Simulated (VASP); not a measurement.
# TiAl3 (I4/mmm) in VASP: a series of runs

Runs on TiAl3. Level: r2SCAN. Tasks: single point.

Program: VASP 6.6.1. These are calculated values, not measurements. Logs are shortened: lines on timing, memory, paths and dates and some standing lists are left out, and cuts for length are marked.

## (1) The cell of the first run

The structure is tetragonal, space group I4/mmm (No. 139). Conventional cell: a = 3.814 Å, b = 3.814 Å, c = 8.539 Å, α = 90.00°, β = 90.00°, γ = 90.00°. Ti (site symmetry 4/mmm) has 12 Al at 2.70 to 2.86 Å within 3.6 Å. Within 3.6 Å of Al (site symmetry 4/mmm) lie 4 Ti at 2.70 Å and 8 Al at 2.86 Å. Within 3.6 Å of Al (site symmetry -4m2) lie 8 Al at 2.70 to 2.86 Å and 4 Ti at 2.86 Å.

## (2) Single point, r2SCAN

File POSCAR:

```
TiAl3
1.0
   -1.9067751589      1.9067751589      4.2696061415
    1.9067751589     -1.9067751589      4.2696061415
    1.9067751589      1.9067751589     -4.2696061415
Ti Al
1 3
Direct
    0.0000000000      0.0000000000      0.0000000000
    0.5000000000      0.5000000000      0.0000000000
    0.7500000000      0.2500000000      0.5000000000
    0.2500000000      0.7500000000      0.5000000000
```

File INCAR.step1:

```
SYSTEM = TiAl3
PREC = Accurate
ENCUT = 520
ISMEAR = 0
SIGMA = 0.1
LREAL = .False.
LASPH = .True.
NELM = 100
NBANDS = 18
GGA = PE
ALGO = Normal
EDIFF = 1E-4
LWAVE = .True.
LCHARG = .False.
```

File INCAR.step2:

```
SYSTEM = TiAl3
PREC = Accurate
ENCUT = 520
EDIFF = 1E-6
ISMEAR = 0
SIGMA = 0.1
LREAL = .False.
LASPH = .True.
NELM = 100
ALGO = Normal
ISIF = 2
LWAVE = .False.
LCHARG = .False.
METAGGA = R2SCAN
LMIXTAU = .True.
NBANDS = 18
ISTART = 1
```

File KPOINTS:

```
Automatic mesh
0
Gamma
  16 16 16
  0 0 0
```

Potentials or basis: VASP PAW PBE potentials, release 64 (Ti_sv, Al).

Run with:

```sh
$ cat potpaw_PBE.64/Ti_sv/POTCAR potpaw_PBE.64/Al/POTCAR > POTCAR
$ cp INCAR.step1 INCAR
$ mpirun -np 1 vasp_std > vasp.out
$ cp INCAR.step2 INCAR
$ mpirun -np 1 vasp_std > vasp.out
```

OUTCAR:

```text
SYSTEM = TiAl3
   PREC = Accurate
   ENCUT = 520
   EDIFF = 1E-6
   ISMEAR = 0
   LREAL = .False.
   LASPH = .True.
   NELM = 100
   ISIF = 2
   METAGGA = R2SCAN
   ISTART = 1

 ion  position               nearest neighbor table
   1  0.000  0.000  0.000-   2 2.70   2 2.70   2 2.70   2 2.70   4 2.86   3 2.86   4 2.86   4 2.86
                             3 2.86   3 2.86   4 2.86   3 2.86
   2  0.500  0.500  0.000-   1 2.70   1 2.70   1 2.70   1 2.70   4 2.86   3 2.86   4 2.86   3 2.86
                             4 2.86   4 2.86   3 2.86   3 2.86
   3  0.750  0.250  0.500-   4 2.70   4 2.70   4 2.70   4 2.70   2 2.86   1 2.86   2 2.86   1 2.86
                             2 2.86   2 2.86   1 2.86   1 2.86
   4  0.250  0.750  0.500-   3 2.70   3 2.70   3 2.70   3 2.70   2 2.86   1 2.86   2 2.86   2 2.86
                             1 2.86   1 2.86   2 2.86   1 2.86

  LATTYP: Found a body centered tetragonal cell.
 ALAT       =     3.8135503178
 C/A-ratio  =     2.2391765078

  Lattice vectors:

 A1 = (  -1.9067751589,   1.9067751589,   4.2696061415)
 A2 = (   1.9067751589,  -1.9067751589,   4.2696061415)
 A3 = (   1.9067751589,   1.9067751589,  -4.2696061415)

Analysis of symmetry for initial positions (statically):
=====================================================================
 Subroutine PRICEL returns:
 Original cell was already a primitive cell.

 Routine SETGRP: Setting up the symmetry group for a
 body centered tetragonal supercell.

 Subroutine GETGRP returns: Found 16 space group operations
 (whereof 16 operations were pure point group operations)
 out of a pool of 16 trial point group operations.

The static configuration has the point symmetry D_4h.

Analysis of symmetry for dynamics (positions and initial velocities):
=====================================================================
 Subroutine PRICEL returns:
 Original cell was already a primitive cell.

 Routine SETGRP: Setting up the symmetry group for a
 body centered tetragonal supercell.

 Subroutine GETGRP returns: Found 16 space group operations
 (whereof 16 operations were pure point group operations)
 out of a pool of 16 trial point group operations.

The dynamic configuration has the point symmetry D_4h.

 Subroutine INISYM returns: Found 16 space group operations
 (whereof 16 operations are pure point group operations),
 and found     1 'primitive' translations

----------------------------------------------------------------------------------------

                                     Primitive cell

  volume of cell :      62.0936

  direct lattice vectors                    reciprocal lattice vectors
    -1.906775159  1.906775159  4.269606141     0.000000000  0.262222841  0.117106820
     1.906775159 -1.906775159  4.269606141     0.262222841  0.000000000  0.117106820
     1.906775159  1.906775159 -4.269606141     0.262222841  0.262222841  0.000000000

  length of vectors
     5.049863327  5.049863327  5.049863327     0.287184307  0.287184307  0.370839099

  position of ions in fractional coordinates (direct lattice)
     0.000000000  0.000000000  0.000000000
     0.500000000  0.500000000  0.000000000
     0.750000000  0.250000000  0.500000000
     0.250000000  0.750000000  0.500000000

  ion indices of the primitive-cell ions
   primitive index   ion index
                 1           1
                 2           2
                 3           3
                 4           4

----------------------------------------------------------------------------------------

 KPOINTS: Automatic mesh

Automatic generation of k-mesh.
 Grid dimensions read from file:
 generate k-points for:   16   16   16

 Generating k-lattice:

  Cartesian coordinates                     Fractional coordinates (reciprocal lattice)
     0.000000000  0.016388928  0.007319176     0.062500000  0.000000000  0.000000000
     0.016388928  0.000000000  0.007319176     0.000000000  0.062500000  0.000000000
     0.016388928  0.016388928  0.000000000     0.000000000  0.000000000  0.062500000

  Length of vectors
     0.017949019  0.017949019  0.023177444

  Shift w.r.t. Gamma in fractional coordinates (k-lattice)
     0.000000000  0.000000000  0.000000000

 Subroutine IBZKPT returns following result:
 ===========================================

 Found    349 irreducible k-points:

 Following reciprocal coordinates:
            Coordinates               Weight
  0.000000  0.000000  0.000000      1.000000
  0.062500 -0.000000  0.000000      8.000000
  0.125000 -0.000000  0.000000      8.000000
  0.187500  0.000000  0.000000      8.000000
  0.250000 -0.000000  0.000000      8.000000
  0.312500  0.000000  0.000000      8.000000
[... 16 lines left out ...]
 -0.125000  0.062500 -0.000000     16.000000
 -0.062500  0.062500  0.000000      4.000000
 [... further k-points ...]
   k-points           NKPTS =    349   k-points in BZ     NKDIM =    349   number of bands    NBANDS=     18
   number of dos      NEDOS =    301   number of ions     NIONS =      4
   total plane-waves  NPLWV =  64000
   dimension x,y,z NGX =    40 NGY =   40 NGZ =   40
   dimension x,y,z NGXF=    80 NGYF=   80 NGZF=   80
   ions per type =               1   3
   NGX,Y,Z   is equivalent  to a cutoff of  13.17, 13.17, 13.17 a.u.
   NGXF,Y,Z  is equivalent  to a cutoff of  26.34, 26.34, 26.34 a.u.
 SYSTEM =  TiAl3
   PREC   = accura    normal or accurate (medium, high low for compatibility)
   ISTART =      1    job   : 0-new  1-cont  2-samecut
   ICHARG =      0    charge: 1-file 2-atom 10-const
   ISPIN  =      1    spin polarized calculation?
   LNONCOLLINEAR =      F non collinear calculations
   LSORBIT =      F    spin-orbit coupling
   LASPH  =      T    aspherical Exc in radial PAW
   ENCUT  =  520.0 eV  38.22 Ry    6.18 a.u.   9.39  9.39  9.39*2*pi/ulx,y,z
   NELM   =    100;   NELMIN=  2; NELMDL=  0     # of ELM steps
   EDIFF  = 0.1E-05   stopping-criterion for ELM
   LREAL  =      F    real-space projection
   EDIFFG = 0.1E-04   stopping-criterion for IOM
   NSW    =      0    number of steps for IOM
   IBRION =     -1    ionic relax: 0-MD 1-quasi-New 2-CG
   NFREE  =      0    steps in history (QN), initial steepest desc. (CG)
   ISIF   =      2    stress and relaxation
   ISYM   =      2    0-nonsym 1-usesym 2-fastsym
   POTIM  = 0.5000    time-step for ionic-motion
   TEBEG  =    0.0;   TEEND  =   0.0 temperature during run
   PSTRESS=    0.0 pullay stress
   NELECT =      21.0000    total number of electrons
   NUPDOWN=      -1.0000    fix difference up-down
   EMIN   =  10.00;   EMAX   =-10.00  energy-range for DOS
   EFERMI =   0.00;   METHOD = LEGACY
   ISMEAR =     0;   SIGMA  =   0.10  broadening in eV -4-tet -1-fermi 0-gaus
   EFERMI_NEDOS =   21; number of points for ismear=-14 and -15
   IALGO  =     38    algorithm
   IMIX   =      4    mixing-type and parameters
     AMIX     =   0.40;   BMIX     =  1.00
     AMIX_MAG =   1.60;   BMIX_MAG =  1.00
  volume/ion in A,a.u.               =      15.52       104.76
  Fermi-wavevector in a.u.,A,eV,Ry     =   1.140597  2.155416 17.700665  1.300962
  Thomas-Fermi vector in A             =   2.277299
   LORBIT       =      0    0 simple, 1 ext, 2 COOP (PROOUT), +10 PAW based schemes
   METAGGA = R2SCAN    functional components
   LHFCALC =     F    Hartree Fock is set to
   AEXX    =    0.0000 exact exchange contribution
   IVDW    =     0    specifies the selected vdW correction
   LEPSILON=     F    determine dielectric tensor
   LRPA    =     F    only Hartree local field effects (RPA)
 non-spin polarized calculation
 Gauss-broadening in eV      SIGMA  =   0.10
  energy-cutoff  :      520.00
  volume of cell :       62.09
 maximum number of plane-waves:      1696
 NGX is ok and might be reduce to    40
   NGX = 19   NGY = 19   NGZ = 19

 number of electron      20.9999999 magnetization

 Free energy of the ion-electron system (eV)
  ---------------------------------------------------
  ext. energy  EPLUGINS =         0.00000000
  ---------------------------------------------------
  free energy    TOTEN  =       -34.90941305 eV

  energy without entropy =      -34.90125686  energy(sigma->0) =      -34.90533495

 E-fermi :   8.4431     XC(G=0): -11.5878

 val. band max:        8.4414728352   @ k =  -0.1875   0.2500   0.1875
 cond. band min:       8.4480669364   @ k =  -0.3750  -0.4375   0.3750
 fundamental gap:      0.0065941011
 Fermi energy:         8.4430894897

 k-point     1 :       0.0000    0.0000    0.0000
  band No.  band energies     occupation
      1     -50.3466      2.00000
      2     -25.6210      2.00000
      3     -25.6210      2.00000
      4     -25.5493      2.00000
      5      -2.3500      2.00000
      6       5.4610      2.00000
[... 10 lines left out ...]
     17      12.5503      0.00000
     18      12.5751      0.00000

 k-point     2 :       0.0625   -0.0000    0.0000
  band No.  band energies     occupation
      1     -50.3466      2.00000
      2     -25.6222      2.00000
      3     -25.6209      2.00000
      4     -25.5492      2.00000
      5      -2.2980      2.00000
      6       5.1005      2.00000
[... 10 lines left out ...]
     17      12.5841      0.00000
     18      12.8551      0.00000

 k-point     3 :       0.1250   -0.0000    0.0000
  band No.  band energies     occupation
      1     -50.3464      2.00000
      2     -25.6256      2.00000
      3     -25.6207      2.00000
      4     -25.5491      2.00000
      5      -2.1426      2.00000
      6       4.7299      2.00000
[... 10 lines left out ...]
     17      12.6394      0.00000
     18      13.5782      0.00000

 k-point     4 :       0.1875    0.0000    0.0000
  band No.  band energies     occupation
      1     -50.3461      2.00000
      2     -25.6307      2.00000
      3     -25.6203      2.00000
      4     -25.5488      2.00000
      5      -1.8856      2.00000
      6       4.3454      2.00000
[... 375 lines left out ...]
      4     -25.5486      2.00000
      5      -1.8847      2.00000
      6       4.6690      2.00000
[... 10 lines left out ...]
     17      13.0056      0.00000
     18      14.4184      0.00000

 k-point    23 :      -0.1250    0.0625   -0.0000
  band No.  band energies     occupation
      1     -50.3463      2.00000
      2     -25.6255      2.00000
      3     -25.6219      2.00000
      4     -25.5489      2.00000
      5      -2.1249      2.00000
      6       5.1148      2.00000
[... 10 lines left out ...]
     17      12.8361      0.00000
     18      13.6015      0.00000

 k-point    24 :      -0.0625    0.0625    0.0000
  band No.  band energies     occupation
      1     -50.3465      2.00000
      2     -25.6222      2.00000
      3     -25.6220      2.00000
      4     -25.5491      2.00000
      5      -2.2631      2.00000
      6       5.4882      2.00000
[... 10 lines left out ...]
     17      12.7205      0.00000
     18      12.9266      0.00000

 [... further k-points ...]

------------------------ aborting loop because EDIFF is reached ----------------------------------------

  FORCE on cell =-STRESS in cart. coord.  units (eV):
  Direction    XX          YY          ZZ          XY          YZ          ZX
  --------------------------------------------------------------------------------------
  -------------------------------------------------------------------------------------
  Total        0.3270468      0.3270468      0.3283541      0.0000000      0.0000000      0.0000000
  in kB        8.4386646      8.4386646      8.4723951      0.0000000      0.0000000      0.0000000
  external PRESSURE =       8.4499081 kB  Pullay stress =       0.0000000 kB

 VOLUME and BASIS-vectors are now :
 -----------------------------------------------------------------------------
  energy-cutoff  :      520.00
  volume of cell :       62.09
      direct lattice vectors                 reciprocal lattice vectors
    -1.906775159  1.906775159  4.269606141     0.000000000  0.262222841  0.117106820
     1.906775159 -1.906775159  4.269606141     0.262222841  0.000000000  0.117106820
     1.906775159  1.906775159 -4.269606141     0.262222841  0.262222841  0.000000000

 POSITION                                       TOTAL-FORCE (eV/Angst)
 -----------------------------------------------------------------------------------
      0.00000      0.00000      0.00000        -0.000000      0.000000      0.000000
      0.00000      0.00000      4.26961        -0.000000      0.000000      0.000000
      0.00000      1.90678      2.13480         0.000000      0.000000     -0.000000
      1.90678      0.00000      2.13480         0.000000     -0.000000      0.000000
 -----------------------------------------------------------------------------------
    total drift:                               -0.000000     -0.000000     -0.000000

  FREE ENERGIE OF THE ION-ELECTRON SYSTEM (eV)
  ---------------------------------------------------
  free  energy   TOTEN  =       -34.9094130458 eV

  energy  without entropy=      -34.9012568622  energy(sigma->0) =      -34.90533495
```

It took 18 min on 1 thread of Intel Xeon 6975P-C (Granite Rapids), shared host; peak memory 0.54 GiB.

What came out:

* Free energy: -34.9094 eV
* Pressure: 0.8 GPa

Levels at points of the mesh, in eV from the Fermi level:
```tsv
k point	band 9	band 10	band 11	band 12	band 13	band 14
(0.00, 0.00, 0.00)	-1.33	-1.33	0.86	1.77	1.77	2.18
(0.50, 0.00, 0.00)	-1.17	-0.27	0.57	2.08	2.16	2.94
(0.50, 0.50, 0.00)	-3.04	-2.36	-1.07	1.96	2.26	2.78
(0.50, 0.50, 0.50)	-1.06	-0.29	0.78	0.78	1.00	3.23
```

Caveat: the PAW data sets were made with another functional, which shifts forces and pressure a little.

## (3) Single point, r2SCAN

This run uses another cell than the first one, of 15.78 Å³/atom, 1.017 times its volume.

File POSCAR:

```
TiAl3
1.0
   -1.9170967270      1.9170967270      4.2937475729
    1.9170967270     -1.9170967270      4.2937475729
    1.9170967270      1.9170967270     -4.2937475729
Ti Al
1 3
Direct
    0.0000000000      0.0000000000      0.0000000000
    0.5000000000      0.5000000000      0.0000000000
    0.7500000000      0.2500000000      0.5000000000
    0.2500000000      0.7500000000      0.5000000000
```

File INCAR.step1:

```
PREC = Accurate
ENCUT = 520
ISMEAR = 0
SIGMA = 0.1
LREAL = False
LASPH = True
NELM = 60
NBANDS = 18
GGA = PE
ALGO = Normal
EDIFF = 1E-4
LWAVE = True
LCHARG = False
```

File INCAR.step2:

```
PREC = Accurate
ENCUT = 520
EDIFF = 1E-6
ISMEAR = 0
SIGMA = 0.1
LREAL = False
LASPH = True
NELM = 60
ALGO = Normal
ISIF = 2
LWAVE = False
LCHARG = True
METAGGA = R2SCAN
LMIXTAU = True
LELF = True
LVHAR = True
NBANDS = 18
ISTART = 1
```

File KPOINTS:

```
Automatic mesh
0
Gamma
  16 16 16
```

Potentials or basis: VASP PAW PBE potentials, release 64 (Ti_sv, Al).

Run with:

```sh
$ cat potpaw_PBE.64/Ti_sv/POTCAR potpaw_PBE.64/Al/POTCAR > POTCAR
$ cp INCAR.step1 INCAR
$ mpirun -np 1 vasp_std > vasp.out
$ cp INCAR.step2 INCAR
$ mpirun -np 1 vasp_std > vasp.out
```

Wall time 50 min (1 thread of AMD EPYC 7R13 (Zen 3), shared host); peak memory 0.5 GiB.

The run converged. Its results:

* Free energy: -34.9088 eV
* Pressure: -1.0 GPa

Levels at points of the mesh, in eV from the Fermi level:
| k point | band 9 | band 10 | band 11 | band 12 | band 13 | band 14 |
| --- | --- | --- | --- | --- | --- | --- |
| (0.00, 0.00, 0.00) | -1.31 | -1.31 | 0.85 | 1.73 | 1.73 | 2.18 |
| (0.50, 0.00, 0.00) | -1.15 | -0.26 | 0.56 | 2.04 | 2.13 | 2.88 |
| (0.50, 0.50, 0.00) | -3.02 | -2.35 | -1.05 | 1.92 | 2.21 | 2.75 |
| (0.50, 0.50, 0.50) | -1.06 | -0.28 | 0.78 | 0.78 | 0.98 | 3.20 |

Caveat: the PAW data sets were made with another functional, which shifts forces and pressure a little.
